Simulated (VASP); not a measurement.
# P (Fd-3m) in VASP: notebook

P is run at these levels: PBE; tasks: single point.

All numbers are computed with VASP 6.6.1; they aren't measurements. Logs are shortened: lines on timing, memory, paths and dates and some standing lists are left out, and cuts for length are marked.

## Step 1: The cell of the first run

It takes space group Fd-3m (No. 227, cubic). Conventional cell: a = 4.044 Å, b = 4.044 Å, c = 4.044 Å, α = 90.00°, β = 90.00°, γ = 90.00°. P (site symmetry -43m) has 4 P at 1.75 Å within 2.3 Å.

This isn't the form of P at room conditions, which is orthorhombic.

## Step 2: Single point, PBE (8.27 Å³/atom)

File INCAR:

```
ALGO = Normal
EDIFF = 1E-6
ENCUT = 500
GGA = PE
GGA_COMPAT = F
ISIF = 2
ISMEAR = -1
LASPH = T
LCHARG = T
LELF = T
LREAL = F
LVHAR = T
LWAVE = F
NBANDS = 12
NELM = 120
PREC = Accurate
SIGMA = 0.1
```

File KPOINTS:

```
k-points
0
Gamma
  12 12 12
```

File POSCAR:

```
P
1.0
    0.0000000000      2.0218808015      2.0218808015
    2.0218808015      0.0000000000      2.0218808015
    2.0218808015      2.0218808015      0.0000000000
P
2
Direct
   -0.1250000000     -0.1250000000     -0.1250000000
    0.1250000000      0.1250000000      0.1250000000
```

Potentials or basis: VASP PAW PBE potentials, release 64 (P).

Run with:

```
$ cat potpaw_PBE.64/P/POTCAR > POTCAR
$ mpirun -np 1 vasp_std > vasp.out
```

OUTCAR:

```text
EDIFF = 1E-6
   ENCUT = 500
   GGA = PE
   ISIF = 2
   ISMEAR = -1
   LASPH = T
   LREAL = F
   NELM = 120
   PREC = Accurate

 ion  position               nearest neighbor table
   1  0.875  0.875  0.875-   2 1.75   2 1.75   2 1.75   2 1.75
   2  0.125  0.125  0.125-   1 1.75   1 1.75   1 1.75   1 1.75

  LATTYP: Found a face centered cubic cell.
 ALAT       =     4.0437616030

  Lattice vectors:

 A1 = (   0.0000000000,   2.0218808015,   2.0218808015)
 A2 = (   2.0218808015,   0.0000000000,   2.0218808015)
 A3 = (   2.0218808015,   2.0218808015,   0.0000000000)

Analysis of symmetry for initial positions (statically):
=====================================================================
 Subroutine PRICEL returns:
 Original cell was already a primitive cell.

 Routine SETGRP: Setting up the symmetry group for a
 face centered cubic supercell.

 Subroutine GETGRP returns: Found 48 space group operations
 (whereof 12 operations were pure point group operations)
 out of a pool of 48 trial point group operations.

The static configuration has the point symmetry D_3d.
 The point group associated with its full space group is O_h .

Analysis of symmetry for dynamics (positions and initial velocities):
=====================================================================
 Subroutine PRICEL returns:
 Original cell was already a primitive cell.

 Routine SETGRP: Setting up the symmetry group for a
 face centered cubic supercell.

 Subroutine GETGRP returns: Found 48 space group operations
 (whereof 12 operations were pure point group operations)
 out of a pool of 48 trial point group operations.

The dynamic configuration has the point symmetry D_3d.
 The point group associated with its full space group is O_h .

 Subroutine INISYM returns: Found 48 space group operations
 (whereof 12 operations are pure point group operations),
 and found     1 'primitive' translations

----------------------------------------------------------------------------------------

                                     Primitive cell

  volume of cell :      16.5309

  direct lattice vectors                    reciprocal lattice vectors
     0.000000000  2.021880802  2.021880802    -0.247294499  0.247294499  0.247294499
     2.021880802  0.000000000  2.021880802     0.247294499 -0.247294499  0.247294499
     2.021880802  2.021880802  0.000000000     0.247294499  0.247294499 -0.247294499

  length of vectors
     2.859371251  2.859371251  2.859371251     0.428326637  0.428326637  0.428326637

  position of ions in fractional coordinates (direct lattice)
     0.875000000  0.875000000  0.875000000
     0.125000000  0.125000000  0.125000000

  ion indices of the primitive-cell ions
   primitive index   ion index
                 1           1
                 2           2

----------------------------------------------------------------------------------------

 KPOINTS: k-points

Automatic generation of k-mesh.
 Grid dimensions read from file:
 generate k-points for:   12   12   12

 Generating k-lattice:

  Cartesian coordinates                     Fractional coordinates (reciprocal lattice)
    -0.020607875  0.020607875  0.020607875     0.083333333  0.000000000  0.000000000
     0.020607875 -0.020607875  0.020607875     0.000000000  0.083333333  0.000000000
     0.020607875  0.020607875 -0.020607875     0.000000000  0.000000000  0.083333333

  Length of vectors
     0.035693886  0.035693886  0.035693886

  Shift w.r.t. Gamma in fractional coordinates (k-lattice)
     0.000000000  0.000000000  0.000000000

 Subroutine IBZKPT returns following result:
 ===========================================

 Found     72 irreducible k-points:

 Following reciprocal coordinates:
            Coordinates               Weight
  0.000000  0.000000  0.000000      1.000000
  0.083333  0.000000  0.000000      8.000000
  0.166667  0.000000  0.000000      8.000000
  0.250000  0.000000  0.000000      8.000000
  0.333333  0.000000  0.000000      8.000000
  0.416667  0.000000  0.000000      8.000000
[... 16 lines left out ...]
  0.500000  0.166667  0.000000     24.000000
 -0.416667  0.166667  0.000000     24.000000
 [... further k-points ...]
   k-points           NKPTS =     72   k-points in BZ     NKDIM =     72   number of bands    NBANDS=     12
   number of dos      NEDOS =    301   number of ions     NIONS =      2
   total plane-waves  NPLWV =  13824
   dimension x,y,z NGX =    24 NGY =   24 NGZ =   24
   dimension x,y,z NGXF=    48 NGYF=   48 NGZF=   48
   ions per type =               2
   NGX,Y,Z   is equivalent  to a cutoff of  13.95, 13.95, 13.95 a.u.
   NGXF,Y,Z  is equivalent  to a cutoff of  27.91, 27.91, 27.91 a.u.
 SYSTEM =  unknown system
   PREC   = accura    normal or accurate (medium, high low for compatibility)
   ISTART =      0    job   : 0-new  1-cont  2-samecut
   ICHARG =      2    charge: 1-file 2-atom 10-const
   ISPIN  =      1    spin polarized calculation?
   LNONCOLLINEAR =      F non collinear calculations
   LSORBIT =      F    spin-orbit coupling
   LASPH  =      T    aspherical Exc in radial PAW
   ENCUT  =  500.0 eV  36.75 Ry    6.06 a.u.   5.21  5.21  5.21*2*pi/ulx,y,z
   NELM   =    120;   NELMIN=  2; NELMDL= -5     # of ELM steps
   EDIFF  = 0.1E-05   stopping-criterion for ELM
   LREAL  =      F    real-space projection
   EDIFFG = 0.1E-04   stopping-criterion for IOM
   NSW    =      0    number of steps for IOM
   IBRION =     -1    ionic relax: 0-MD 1-quasi-New 2-CG
   NFREE  =      0    steps in history (QN), initial steepest desc. (CG)
   ISIF   =      2    stress and relaxation
   ISYM   =      2    0-nonsym 1-usesym 2-fastsym
   POTIM  = 0.5000    time-step for ionic-motion
   TEBEG  =    0.0;   TEEND  =   0.0 temperature during run
   PSTRESS=    0.0 pullay stress
   NELECT =      10.0000    total number of electrons
   NUPDOWN=      -1.0000    fix difference up-down
   EMIN   =  10.00;   EMAX   =-10.00  energy-range for DOS
   EFERMI =   0.00;   METHOD = LEGACY
   ISMEAR =    -1;   SIGMA  =   0.10  broadening in eV -4-tet -1-fermi 0-gaus
   EFERMI_NEDOS =   21; number of points for ismear=-14 and -15
   IALGO  =     38    algorithm
   IMIX   =      4    mixing-type and parameters
     AMIX     =   0.40;   BMIX     =  1.00
     AMIX_MAG =   1.60;   BMIX_MAG =  1.00
  volume/ion in A,a.u.               =       8.27        55.78
  Fermi-wavevector in a.u.,A,eV,Ry     =   1.384552  2.616424 26.082156  1.916984
  Thomas-Fermi vector in A             =   2.509045
   LORBIT       =      0    0 simple, 1 ext, 2 COOP (PROOUT), +10 PAW based schemes
   GGA     = PE    functional components
   LHFCALC =     F    Hartree Fock is set to
   AEXX    =    0.0000 exact exchange contribution
   IVDW    =     0    specifies the selected vdW correction
   LEPSILON=     F    determine dielectric tensor
   LRPA    =     F    only Hartree local field effects (RPA)
 non-spin polarized calculation
  energy-cutoff  :      500.00
  volume of cell :       16.53
 maximum number of plane-waves:       444
 NGX is ok and might be reduce to    24
   NGX = 11   NGY = 11   NGZ = 11

 number of electron      10.0000002 magnetization

 Free energy of the ion-electron system (eV)
  ---------------------------------------------------
  ext. energy  EPLUGINS =         0.00000000
  ---------------------------------------------------
  free energy    TOTEN  =         1.21998290 eV

  energy without entropy =        1.25289581  energy(sigma->0) =        1.23643935

 E-fermi :  19.2119     XC(G=0): -13.7078

 val. band max:       19.1420739030   @ k =  -0.3333   0.4167   0.1667
 cond. band min:      19.2259147176   @ k =   0.3333   0.2500   0.0833
 fundamental gap:      0.0838408146
 Fermi energy:        19.2118737902

 k-point     1 :       0.0000    0.0000    0.0000
  band No.  band energies     occupation
      1      -4.7292      2.00000
      2      15.1432      2.00000
      3      15.1432      2.00000
      4      15.1432      2.00000
      5      18.9569      1.85516
      6      18.9569      1.85516
      7      18.9569      1.85516
      8      25.3767      0.00000
      9      25.3767      0.00000
     10      28.9790      0.00000
     11      30.0027      0.00000
     12      33.0541      0.00000

 k-point     2 :       0.0833    0.0000    0.0000
  band No.  band energies     occupation
      1      -4.5576      2.00000
      2      13.8823      2.00000
      3      14.8820      2.00000
      4      14.8820      2.00000
      5      19.3632      0.36097
      6      19.3632      0.36097
      7      19.4960      0.11030
      8      24.9377      0.00000
      9      24.9377      0.00000
     10      29.1516      0.00000
     11      30.6195      0.00000
     12      33.0318      0.00000

 k-point     3 :       0.1667    0.0000    0.0000
  band No.  band energies     occupation
      1      -4.0454      2.00000
      2      11.4482      2.00000
      3      14.3595      2.00000
      4      14.3595      2.00000
      5      20.0209      0.00061
      6      20.0968      0.00029
      7      20.0968      0.00029
      8      24.3641      0.00000
      9      24.3641      0.00000
     10      29.1300      0.00000
     11      31.8674      0.00000
     12      34.1570      0.00000
[... 286 lines left out ...]
 k-point    23 :       0.5000    0.1667    0.0000
  band No.  band energies     occupation
      1       0.3186      2.00000
      2       3.9996      2.00000
      3      10.6118      2.00000
      4      11.9748      2.00000
      5      17.5790      2.00000
      6      21.5936      0.00000
      7      22.3502      0.00000
      8      26.0512      0.00000
      9      30.1579      0.00000
     10      30.7718      0.00000
     11      34.9443      0.00000
     12      36.0857      0.00000

 k-point    24 :      -0.4167    0.1667    0.0000
  band No.  band energies     occupation
      1       0.6567      2.00000
      2       3.5751      2.00000
      3      10.1381      2.00000
      4      12.3601      2.00000
      5      17.9805      1.99999
      6      21.1483      0.00000
      7      22.4452      0.00000
      8      28.2763      0.00000
      9      28.4956      0.00000
     10      29.4914      0.00000
     11      34.2309      0.00000
     12      37.4169      0.00000

 [... further k-points ...]
[... 5 lines left out ...]
  --------------------------------------------------------------------------------------
  -------------------------------------------------------------------------------------
  Total       36.4633427     36.4633427     36.4633427     -0.0000000      0.0000000      0.0000000
  in kB     3534.0315329   3534.0315329   3534.0315329     -0.0000000      0.0000000      0.0000000
  external PRESSURE =    3534.0315329 kB  Pullay stress =       0.0000000 kB

 VOLUME and BASIS-vectors are now :
 -----------------------------------------------------------------------------
  energy-cutoff  :      500.00
  volume of cell :       16.53
      direct lattice vectors                 reciprocal lattice vectors
     0.000000000  2.021880802  2.021880802    -0.247294499  0.247294499  0.247294499
     2.021880802  0.000000000  2.021880802     0.247294499 -0.247294499  0.247294499
     2.021880802  2.021880802  0.000000000     0.247294499  0.247294499 -0.247294499

 POSITION                                       TOTAL-FORCE (eV/Angst)
 -----------------------------------------------------------------------------------
      3.53829      3.53829      3.53829         0.000000     -0.000000     -0.000000
      0.50547      0.50547      0.50547        -0.000000      0.000000      0.000000
 -----------------------------------------------------------------------------------
    total drift:                                0.000000      0.000000     -0.000000

  FREE ENERGIE OF THE ION-ELECTRON SYSTEM (eV)
  ---------------------------------------------------
  free  energy   TOTEN  =         1.2199829029 eV

  energy  without entropy=        1.2528958055  energy(sigma->0) =        1.23643935
```

It took 39 s on 1 thread of AMD EPYC 7R13, shared host; peak memory 0.1 GiB.

What came out:

* Free energy: 1.2200 eV
* Pressure: 353.4 GPa
* Band gap on the k mesh: zero (bands 5 and 6 overlap by 5.77 eV)

Caveat: the cell stands under pressure.

## Step 3: Single point, PBE (10.33 Å³/atom)

This run uses another cell than the first one, of 10.33 Å³/atom.

File INCAR:

```
ALGO = Normal
EDIFF = 1E-6
ENCUT = 500
GGA = PE
GGA_COMPAT = False
ISIF = 2
ISMEAR = -1
LASPH = True
LCHARG = False
LREAL = False
LWAVE = False
NBANDS = 12
NELM = 120
PREC = Accurate
SIGMA = 0.1
```

KPOINTS is that of step 2.

File POSCAR:

```
P
1.0
    0.0000000000      2.1780050689      2.1780050689
    2.1780050689      0.0000000000      2.1780050689
    2.1780050689      2.1780050689      0.0000000000
P
2
Direct
   -0.1250000000     -0.1250000000     -0.1250000000
    0.1250000000      0.1250000000      0.1250000000
```

Potentials or basis: VASP PAW PBE potentials, release 64 (P).

Run with:

```
$ cat potpaw_PBE.64/P/POTCAR > POTCAR
$ mpirun -np 1 vasp_std > vasp.out
```

OUTCAR:

```text
EDIFF = 1E-6
   ENCUT = 500
   GGA = PE
   ISIF = 2
   ISMEAR = -1
   LASPH = True
   LREAL = False
   NELM = 120
   PREC = Accurate

 ion  position               nearest neighbor table
   1  0.875  0.875  0.875-   2 1.89   2 1.89   2 1.89   2 1.89
   2  0.125  0.125  0.125-   1 1.89   1 1.89   1 1.89   1 1.89

  LATTYP: Found a face centered cubic cell.
 ALAT       =     4.3560101378

  Lattice vectors:

 A1 = (   0.0000000000,   2.1780050689,   2.1780050689)
[... 538 lines left out ...]
      5      14.4383      1.99988
      6      17.2647      0.00000
      7      17.6570      0.00000
      8      23.1767      0.00000
      9      23.5656      0.00000
     10      24.2524      0.00000
     11      28.2607      0.00000
     12      31.1323      0.00000

 [... further k-points ...]
[... 5 lines left out ...]
  --------------------------------------------------------------------------------------
  -------------------------------------------------------------------------------------
  Total       19.5731093     19.5731093     19.5731093      0.0000000     -0.0000000      0.0000000
  in kB     1517.6224737   1517.6224737   1517.6224737      0.0000000     -0.0000000      0.0000000
  external PRESSURE =    1517.6224737 kB  Pullay stress =       0.0000000 kB

 VOLUME and BASIS-vectors are now :
 -----------------------------------------------------------------------------
  energy-cutoff  :      500.00
  volume of cell :       20.66
      direct lattice vectors                 reciprocal lattice vectors
     0.000000000  2.178005069  2.178005069    -0.229567877  0.229567877  0.229567877
     2.178005069  0.000000000  2.178005069     0.229567877 -0.229567877  0.229567877
     2.178005069  2.178005069  0.000000000     0.229567877  0.229567877 -0.229567877

 POSITION                                       TOTAL-FORCE (eV/Angst)
 -----------------------------------------------------------------------------------
      3.81151      3.81151      3.81151        -0.000000      0.000000      0.000000
      0.54450      0.54450      0.54450         0.000000     -0.000000     -0.000000
 -----------------------------------------------------------------------------------
    total drift:                                0.000000      0.000000      0.000000

  FREE ENERGIE OF THE ION-ELECTRON SYSTEM (eV)
  ---------------------------------------------------
  free  energy   TOTEN  =        -4.9058249816 eV

  energy  without entropy=       -4.8687550175  energy(sigma->0) =       -4.88729000
```

OSZICAR:

```text
N       E                     dE             d eps       ncg     rms          rms(c)
DAV:   1     0.248127634166E+02    0.24813E+02   -0.48472E+03  1728   0.737E+02
DAV:   2    -0.440183105638E+01   -0.29215E+02   -0.27978E+02  2312   0.128E+02
DAV:   3    -0.532123236843E+01   -0.91940E+00   -0.90983E+00  2224   0.197E+01
DAV:   4    -0.532544996859E+01   -0.42176E-02   -0.42167E-02  2004   0.163E+00
DAV:   5    -0.532547319421E+01   -0.23226E-04   -0.23223E-04  2228   0.111E-01    0.170E+01
DAV:   6    -0.502413376336E+01    0.30134E+00   -0.18309E-01  1956   0.222E+00    0.105E+01
DAV:   7    -0.490890337071E+01    0.11523E+00   -0.28702E-01  2028   0.285E+00    0.749E-01
DAV:   8    -0.490582511832E+01    0.30783E-02   -0.16607E-02  1872   0.803E-01    0.173E-01
DAV:   9    -0.490582293434E+01    0.21840E-05   -0.17651E-04  2200   0.963E-02    0.148E-01
DAV:  10    -0.490582680378E+01   -0.38694E-05   -0.65093E-06  2052   0.193E-02    0.135E-01
DAV:  11    -0.490582501982E+01    0.17840E-05   -0.38142E-06  2028   0.110E-02    0.971E-03
DAV:  12    -0.490582498161E+01    0.38212E-07   -0.49560E-08  1076   0.167E-03
   1 F= -.49058250E+01 E0= -.48872900E+01  d E =-.370700E-01
```

Run time: 39 s. Hardware: 1 thread of AMD EPYC 7R13, shared host; peak memory 0.11 GiB.

What came out:

```
Free energy            : -4.9058 eV
Pressure               : 151.8 GPa
Band gap on the k mesh : zero (bands 5 and 6 overlap by 4.97 eV)
```

Caveat: the cell stands under pressure.

## Step 4: Single point, PBE (12.40 Å³/atom)

This run uses another cell than the first one, of 12.40 Å³/atom.

File INCAR:

```
SYSTEM = P
PREC     = Accurate       ! precision mode
ENCUT    = 500            ! plane-wave cutoff, eV
EDIFF    = 1E-6           ! SCF threshold, eV
ISMEAR   = -1             ! smearing method
SIGMA    = 0.1            ! smearing width, eV
LREAL    = .FALSE.        ! projectors in reciprocal space
LASPH    = .TRUE.         ! aspherical terms in the spheres
NELM     = 120            ! most SCF steps
ALGO     = Normal         ! electronic algorithm
ISIF     = 2              ! what is computed and relaxed
LWAVE    = .FALSE.        ! write WAVECAR
LCHARG   = .TRUE.         ! write CHGCAR
GGA      = PE             ! functional
LELF     = .TRUE.         ! ELF
LVHAR    = .TRUE.       
NBANDS   = 12             ! bands
GGA_COMPAT= .FALSE.
```

File KPOINTS:

```
regular mesh
0
G
  12 12 12
  0 0 0
```

File POSCAR:

```
P
1.0
    0.0000000000      2.3144757502      2.3144757502
    2.3144757502      0.0000000000      2.3144757502
    2.3144757502      2.3144757502      0.0000000000
P
2
Direct
   -0.1250000000     -0.1250000000     -0.1250000000
    0.1250000000      0.1250000000      0.1250000000
```

Run with:

```
$ cat potpaw_PBE.64/P/POTCAR > POTCAR
$ mpirun -np 1 vasp_std > vasp.out
```

Wall time 36 s (1 thread of AMD EPYC 7R13, shared host); peak memory 0.11 GiB.

The run converged. Its results:

```
Free energy            : -7.6014 eV
Pressure               : 68.5 GPa
Band gap on the k mesh : zero (bands 5 and 6 overlap by 4.49 eV)
```

Levels at points of the mesh, in eV from the Fermi level:
| k point | band 2 | band 3 | band 4 | band 5 | band 6 | band 7 | band 8 | band 9 |
| --- | --- | --- | --- | --- | --- | --- | --- | --- |
| (0.00, 0.00, 0.00) | -4.29 | -4.29 | -4.29 | -0.55 | -0.55 | -0.55 | 2.33 | 6.09 |
| (0.50, 0.00, 0.00) | -13.29 | -5.82 | -5.82 | -1.21 | 0.44 | 0.44 | 6.74 | 9.84 |
| (0.50, 0.50, 0.00) | -14.21 | -7.99 | -7.99 | -2.88 | -2.88 | 9.85 | 9.85 | 10.29 |

Caveat: the cell stands under pressure.

## Step 5: Summary

| cell | gap on the mesh (eV) | pressure (GPa) |
| --- | --- | --- |
| a = 2.859 Å, angles 60.0°, 2 atoms | none | 353.4 |
| a = 3.080 Å, angles 60.0°, 2 atoms | none | 151.8 |
| a = 3.273 Å, angles 60.0°, 2 atoms | none | 68.5 |

Alike in all rows: task single point; level PBE; potentials or basis VASP PAW PBE potentials, release 64 (P); no spin polarisation; k mesh 12 × 12 × 12; cutoff (eV) 500; smearing fermi-dirac 0.1 eV.

Caveats: the cell stands under pressure.

Absolute energies hang on the potentials; compare differences alone.

The gap in the log of VASP goes by the Fermi energy; the results here count the filled bands.